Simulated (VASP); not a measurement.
# CaF2 (R-3m) in VASP: further runs

CaF2 is run at these levels: PBE; tasks: single point.

Everything below comes from runs of VASP 6.6.1. Logs are shortened: lines on timing, memory, paths and dates and some standing lists are left out, and cuts for length are marked.

**1. The cell of the first run**

The structure is trigonal, space group R-3m (No. 166). The conventional cell has a = 3.868 Å, b = 3.868 Å, c = 9.619 Å, α = 90.00°, β = 90.00°, γ = 120.00°. Within 3.1 Å of F (site symmetry 3m) lie 4 Ca at 2.37 to 2.40 Å and 6 F at 2.74 to 2.75 Å. Ca (site symmetry -3m) has 8 F at 2.37 to 2.40 Å within 3.1 Å.

**2. Single point, PBE**

Contents of INCAR:

```
PREC     = Accurate       # precision mode
ENCUT    = 600            # plane-wave cutoff, eV
EDIFF    = 1E-6           # SCF threshold, eV
ISMEAR   = 0              # smearing method
SIGMA    = 0.02           # smearing width, eV
LREAL    = False          # projectors in reciprocal space
LASPH    = True           # aspherical terms in the spheres
NELM     = 120            # most SCF steps
ALGO     = Normal         # electronic algorithm
ISIF     = 2              # what is computed and relaxed
LWAVE    = False          # write WAVECAR
LCHARG   = True           # write CHGCAR
GGA      = PE             # functional
LELF     = True           # ELF
LVHAR    = True         
NBANDS   = 46             # bands
GGA_COMPAT= False
```

Contents of KPOINTS:

```
Automatic mesh
0
Gamma
  9 9 4
```

Contents of POSCAR:

```
CaF2
1.0
    3.8676348418     -0.0000000290      0.0000000000
   -1.9338173958      3.3494700401      0.0000000000
    0.0000000000      0.0000000000      9.6193917764
F Ca
6 3
Direct
    0.0000000000      0.0000000000     -0.0005295931
    0.3333333333      0.6666666667      0.1671962597
    0.6666666667      0.3333333333      0.3328037403
    0.0000000000      0.0000000000      0.5005295931
    0.3333333333      0.6666666667      0.6661370736
    0.6666666667      0.3333333333      0.8338629264
    0.6666666667      0.3333333333      0.0833333333
    0.3333333333      0.6666666667      0.4166666667
    0.0000000000      0.0000000000      0.7500000000
```

Potentials or basis: VASP PAW PBE potentials, release 64 (F, Ca_sv).

The run is started by

```
cat potpaw_PBE.64/F/POTCAR potpaw_PBE.64/Ca_sv/POTCAR > POTCAR
mpirun -np 1 vasp_std > vasp.out
```

OUTCAR:

```text
PREC = Accurate
   ENCUT = 600
   EDIFF = 1E-6
   ISMEAR = 0
   LREAL = False
   LASPH = True
   NELM = 120
   ISIF = 2
   GGA = PE

 ion  position               nearest neighbor table
   1  0.000  0.000  0.999-   7 2.37   7 2.37   7 2.37   9 2.40
   2  0.333  0.667  0.167-   7 2.37   7 2.37   7 2.37   8 2.40
   3  0.667  0.333  0.333-   8 2.37   8 2.37   8 2.37   7 2.40
   4  0.000  0.000  0.501-   8 2.37   8 2.37   8 2.37   9 2.40
   5  0.333  0.667  0.666-   9 2.37   9 2.37   9 2.37   8 2.40
   6  0.667  0.333  0.834-   9 2.37   9 2.37   9 2.37   7 2.40
   7  0.667  0.333  0.083-   2 2.37   1 2.37   2 2.37   1 2.37   1 2.37   2 2.37   6 2.40   3 2.40

   8  0.333  0.667  0.417-   3 2.37   4 2.37   3 2.37   4 2.37   4 2.37   3 2.37   5 2.40   2 2.40

   9  0.000  0.000  0.750-   5 2.37   6 2.37   6 2.37   5 2.37   6 2.37   5 2.37   1 2.40   4 2.40

  LATTYP: Found a hexagonal cell.
 ALAT       =     3.8676348418
 C/A-ratio  =     2.4871509772

  Lattice vectors:

 A1 = (   3.8676348418,  -0.0000000290,   0.0000000000)
 A2 = (  -1.9338173958,   3.3494700401,   0.0000000000)
 A3 = (   0.0000000000,   0.0000000000,   9.6193917764)

Analysis of symmetry for initial positions (statically):
=====================================================================
 Subroutine PRICEL returns following result:

  LATTYP: Found a trigonal (rhomboedric) cell.
 ALAT       =     3.9073790014
 COS(alpha) =     0.5101198347

  Lattice vectors:

 A1 = (  -0.0000000165,  -2.2329800172,   3.2064639251)
 A2 = (   1.9338174289,   1.1164899943,   3.2064639261)
 A3 = (  -1.9338174123,   1.1164900229,   3.2064639251)

   3 primitive cells build up your supercell.

 Routine SETGRP: Setting up the symmetry group for a
 hexagonal supercell.

 Subroutine GETGRP returns: Found 12 space group operations
 (whereof  6 operations were pure point group operations)
 out of a pool of 24 trial point group operations.

The static configuration has the point symmetry C_3v.
 The point group associated with its full space group is D_3d.

Analysis of symmetry for dynamics (positions and initial velocities):
=====================================================================
 Subroutine PRICEL returns following result:

  LATTYP: Found a trigonal (rhomboedric) cell.
 ALAT       =     3.9073790014
 COS(alpha) =     0.5101198347

  Lattice vectors:

 A1 = (  -0.0000000165,  -2.2329800172,   3.2064639251)
 A2 = (   1.9338174289,   1.1164899943,   3.2064639261)
 A3 = (  -1.9338174123,   1.1164900229,   3.2064639251)

   3 primitive cells build up your supercell.

 Routine SETGRP: Setting up the symmetry group for a
 hexagonal supercell.

 Subroutine GETGRP returns: Found 12 space group operations
 (whereof  6 operations were pure point group operations)
 out of a pool of 24 trial point group operations.

The dynamic configuration has the point symmetry C_3v.
 The point group associated with its full space group is D_3d.

 Subroutine INISYM returns: Found 12 space group operations
 (whereof  6 operations are pure point group operations),
 and found     3 'primitive' translations

----------------------------------------------------------------------------------------

                                     Primitive cell

  volume of cell :      41.5382

  direct lattice vectors                    reciprocal lattice vectors
    -0.000000017 -2.232980017  3.206463925    -0.000000002 -0.298554694  0.103956677
     1.933817429  1.116489994  3.206463926     0.258555951  0.149277345  0.103956677
    -1.933817412  1.116490023  3.206463925    -0.258555949  0.149277349  0.103956677

  length of vectors
     3.907379001  3.907379002  3.907379001     0.316135882  0.316135882  0.316135883

  position of ions in fractional coordinates (direct lattice)
     0.999470407  0.999470407  0.999470407
     0.500529593  0.500529593  0.500529593
     0.750000000  0.750000000  0.750000000

  ion indices of the primitive-cell ions
   primitive index   ion index
                 1           1
                 2           4
                 3           9

----------------------------------------------------------------------------------------

 KPOINTS: Automatic mesh

Automatic generation of k-mesh.
 Grid dimensions read from file:
 generate k-points for:    9    9    4

 Generating k-lattice:

  Cartesian coordinates                     Fractional coordinates (reciprocal lattice)
     0.028728439  0.016586372  0.000000000     0.111111111 -0.000000000  0.000000000
     0.000000000  0.033172744  0.000000000     0.000000000  0.111111111  0.000000000
     0.000000000  0.000000000  0.025989169     0.000000000  0.000000000  0.250000000

  Length of vectors
     0.033172744  0.033172744  0.025989169

  Shift w.r.t. Gamma in fractional coordinates (k-lattice)
     0.000000000  0.000000000  0.000000000

 Subroutine IBZKPT returns following result:
 ===========================================

 Found     43 irreducible k-points:

 Following reciprocal coordinates:
            Coordinates               Weight
  0.000000  0.000000  0.000000      1.000000
  0.111111  0.000000  0.000000      6.000000
  0.222222  0.000000  0.000000      6.000000
  0.333333  0.000000  0.000000      6.000000
  0.444444  0.000000  0.000000      6.000000
  0.111111  0.111111  0.000000      6.000000
[... 16 lines left out ...]
  0.222222  0.111111  0.250000     12.000000
 -0.111111  0.333333  0.250000     12.000000
 [... further k-points ...]
   k-points           NKPTS =     43   k-points in BZ     NKDIM =     43   number of bands    NBANDS=     46
   number of dos      NEDOS =    301   number of ions     NIONS =      9
   total plane-waves  NPLWV =  81920
   dimension x,y,z NGX =    32 NGY =   32 NGZ =   80
   dimension x,y,z NGXF=    64 NGYF=   64 NGZF=  160
   ions per type =               6   3
   NGX,Y,Z   is equivalent  to a cutoff of  13.75, 13.75, 13.83 a.u.
   NGXF,Y,Z  is equivalent  to a cutoff of  27.51, 27.51, 27.65 a.u.
 SYSTEM =  unknown system
   PREC   = accura    normal or accurate (medium, high low for compatibility)
   ISTART =      0    job   : 0-new  1-cont  2-samecut
   ICHARG =      2    charge: 1-file 2-atom 10-const
   ISPIN  =      1    spin polarized calculation?
   LNONCOLLINEAR =      F non collinear calculations
   LSORBIT =      F    spin-orbit coupling
   LASPH  =      T    aspherical Exc in radial PAW
   ENCUT  =  600.0 eV  44.10 Ry    6.64 a.u.   7.72  7.72 19.21*2*pi/ulx,y,z
   NELM   =    120;   NELMIN=  2; NELMDL= -5     # of ELM steps
   EDIFF  = 0.1E-05   stopping-criterion for ELM
   LREAL  =      F    real-space projection
[... 7 lines left out ...]
   TEBEG  =    0.0;   TEEND  =   0.0 temperature during run
   PSTRESS=    0.0 pullay stress
   NELECT =      72.0000    total number of electrons
   NUPDOWN=      -1.0000    fix difference up-down
   EMIN   =  10.00;   EMAX   =-10.00  energy-range for DOS
   EFERMI =   0.00;   METHOD = LEGACY
   ISMEAR =     0;   SIGMA  =   0.02  broadening in eV -4-tet -1-fermi 0-gaus
   EFERMI_NEDOS =   21; number of points for ismear=-14 and -15
   IALGO  =     38    algorithm
   IMIX   =      4    mixing-type and parameters
     AMIX     =   0.40;   BMIX     =  1.00
     AMIX_MAG =   1.60;   BMIX_MAG =  1.00
  volume/ion in A,a.u.               =      13.85        93.44
  Fermi-wavevector in a.u.,A,eV,Ry     =   1.363523  2.576686 25.295899  1.859196
  Thomas-Fermi vector in A             =   2.489919
   LORBIT       =      0    0 simple, 1 ext, 2 COOP (PROOUT), +10 PAW based schemes
   GGA     = PE    functional components
   LHFCALC =     F    Hartree Fock is set to
   AEXX    =    0.0000 exact exchange contribution
   IVDW    =     0    specifies the selected vdW correction
   LEPSILON=     F    determine dielectric tensor
   LRPA    =     F    only Hartree local field effects (RPA)
 non-spin polarized calculation
 Gauss-broadening in eV      SIGMA  =   0.02
  energy-cutoff  :      600.00
  volume of cell :      124.61
 maximum number of plane-waves:      4202
 NGX is ok and might be reduce to    32
   NGX = 15   NGY = 15   NGZ = 39

 number of electron      72.0000006 magnetization

 Free energy of the ion-electron system (eV)
  ---------------------------------------------------
  ext. energy  EPLUGINS =         0.00000000
  ---------------------------------------------------
  free energy    TOTEN  =       -52.02605347 eV

  energy without entropy =      -52.02605347  energy(sigma->0) =      -52.02605347

 E-fermi :  -0.9396     XC(G=0):  -9.5350

 val. band max:       -1.0916282984   @ k =   0.4444   0.1111   0.0000
 cond. band min:       6.0914218063   @ k =   0.0000   0.0000   0.0000
 fundamental gap:      7.1830501047
 Fermi energy:        -0.9396454653

 k-point     1 :       0.0000    0.0000    0.0000
  band No.  band energies     occupation
      1     -37.1921      2.00000
      2     -37.1709      2.00000
      3     -37.1709      2.00000
      4     -21.0776      2.00000
      5     -21.0776      2.00000
      6     -20.9611      2.00000
[... 38 lines left out ...]
     45       8.1682      0.00000
     46       9.5037      0.00000

 k-point     2 :       0.1111    0.0000    0.0000
  band No.  band energies     occupation
      1     -37.1888      2.00000
      2     -37.1689      2.00000
      3     -37.1688      2.00000
      4     -21.0857      2.00000
      5     -21.0730      2.00000
      6     -20.9908      2.00000
[... 38 lines left out ...]
     45       8.4135      0.00000
     46       9.3454      0.00000

 k-point     3 :       0.2222    0.0000    0.0000
  band No.  band energies     occupation
      1     -37.1805      2.00000
      2     -37.1640      2.00000
      3     -37.1633      2.00000
      4     -21.1336      2.00000
      5     -21.0534      2.00000
      6     -21.0454      2.00000
[... 1018 lines left out ...]
     45       8.9013      0.00000
     46       8.9494      0.00000

 k-point    24 :      -0.1111    0.3333    0.2500
  band No.  band energies     occupation
      1     -37.1722      2.00000
      2     -37.1650      2.00000
      3     -37.1562      2.00000
      4     -21.1044      2.00000
      5     -21.0898      2.00000
      6     -21.0888      2.00000
[... 38 lines left out ...]
     45       8.6525      0.00000
     46       9.0791      0.00000

 [... further k-points ...]
[... 5 lines left out ...]
  --------------------------------------------------------------------------------------
  -------------------------------------------------------------------------------------
  Total        0.7815516      0.7815516      0.0628256     -0.0000000      0.0000000      0.0000000
  in kB       10.0484496     10.0484496      0.8077526     -0.0000000      0.0000000      0.0000000
  external PRESSURE =       6.9682173 kB  Pullay stress =       0.0000000 kB

 VOLUME and BASIS-vectors are now :
 -----------------------------------------------------------------------------
  energy-cutoff  :      600.00
  volume of cell :      124.61
      direct lattice vectors                 reciprocal lattice vectors
     3.867634842 -0.000000029  0.000000000     0.258555951  0.149277345  0.000000000
    -1.933817396  3.349470040  0.000000000     0.000000002  0.298554694  0.000000000
     0.000000000  0.000000000  9.619391776     0.000000000  0.000000000  0.103956677

 POSITION                                       TOTAL-FORCE (eV/Angst)
 -----------------------------------------------------------------------------------
      0.00000      0.00000      9.61430         0.000000     -0.000000     -0.003483
      0.00000      2.23298      1.60833        -0.000000      0.000000      0.003483
      1.93382      1.11649      3.20137         0.000000     -0.000000     -0.003483
      0.00000      0.00000      4.81479        -0.000000      0.000000      0.003483
      0.00000      2.23298      6.40783         0.000000     -0.000000     -0.003483
      1.93382      1.11649      8.02125        -0.000000      0.000000      0.003483
      1.93382      1.11649      0.80162        -0.000000      0.000000     -0.000000
      0.00000      2.23298      4.00808        -0.000000      0.000000     -0.000000
      0.00000      0.00000      7.21454        -0.000000      0.000000     -0.000000
 -----------------------------------------------------------------------------------
    total drift:                                0.000000      0.000000      0.000000

  FREE ENERGIE OF THE ION-ELECTRON SYSTEM (eV)
  ---------------------------------------------------
  free  energy   TOTEN  =       -52.0260534721 eV

  energy  without entropy=      -52.0260534721  energy(sigma->0) =      -52.02605347
```

It took 8.8 min on 1 thread of Oxide Virtual Turin-like, shared host; peak memory 0.37 GiB.

Results:

```
Free energy            : -52.0261 eV
Pressure               : 0.7 GPa
Largest force          : 0.003 eV/Å
Band gap on the k mesh : 7.18 eV
```

Forces on the atoms (eV/Å):
```
F    0.000  0.000 -0.003
F    0.000  0.000  0.003
F    0.000  0.000 -0.003
F    0.000  0.000  0.003
F    0.000  0.000 -0.003
F    0.000  0.000  0.003
Ca   0.000  0.000  0.000
Ca   0.000  0.000  0.000
Ca   0.000  0.000  0.000
```

**3. Single point, PBE**

Contents of INCAR:

```
SYSTEM = CaF2
ALGO     = Normal         ! electronic algorithm
EDIFF    = 1E-6           ! SCF threshold, eV
ENCUT    = 600            ! plane-wave cutoff, eV
GGA      = PE             ! functional
GGA_COMPAT= .False.      
ISIF     = 2              ! what is computed and relaxed
ISMEAR   = 0              ! smearing method
LASPH    = .True.         ! aspherical terms in the spheres
LCHARG   = .False.        ! write CHGCAR
LREAL    = .False.        ! projectors in reciprocal space
LWAVE    = .False.        ! write WAVECAR
NBANDS   = 46             ! bands
NELM     = 120            ! most SCF steps
PREC     = Accurate       ! precision mode
SIGMA    = 0.02           ! smearing width, eV
```

Contents of KPOINTS:

```
k-points
0
Gamma
  9 9 4
  0 0 0
```

POSCAR is that of step 2.

Potentials or basis: VASP PAW PBE potentials, release 64 (F, Ca_sv).

The run is started by

```
cat potpaw_PBE.64/F/POTCAR potpaw_PBE.64/Ca_sv/POTCAR > POTCAR
mpirun -np 1 vasp_std > vasp.out
```

Run time: 9.1 min. Hardware: 1 thread of Oxide Virtual Turin-like, shared host; peak memory 0.36 GiB.

It converged, with:

```yaml
Free_energy: -52.0261 eV
Pressure: 0.7 GPa
Largest_force: 0.003 eV/Å
Band_gap_on_the_k_mesh: 7.18 eV
```

Forces on the atoms (eV/Å):
```
F    0.000  0.000 -0.003
F    0.000  0.000  0.003
F    0.000  0.000 -0.003
F    0.000  0.000  0.003
F    0.000  0.000 -0.003
F    0.000  0.000  0.003
Ca   0.000  0.000  0.000
Ca   0.000  0.000  0.000
Ca   0.000  0.000  0.000
```

Stress tensor (GPa, compression positive):
```
1.00 0.00 0.00
0.00 1.00 0.00
0.00 0.00 0.08
```

Levels at points of the mesh, in eV from the valence-band top:
| k point | band 32 | band 33 | band 34 | band 35 | band 36 | band 37 | band 38 | band 39 | band 40 | band 41 |
| --- | --- | --- | --- | --- | --- | --- | --- | --- | --- | --- |
| (0.00, 0.00, 0.00) | -0.63 | -0.63 | -0.24 | -0.24 | -0.22 | 7.18 | 9.06 | 9.06 | 9.11 | 9.11 |
| (0.00, 0.00, 0.50) | -0.51 | -0.36 | -0.36 | -0.36 | -0.36 | 7.84 | 7.84 | 9.16 | 9.16 | 9.16 |

A k mesh can miss the band edges.
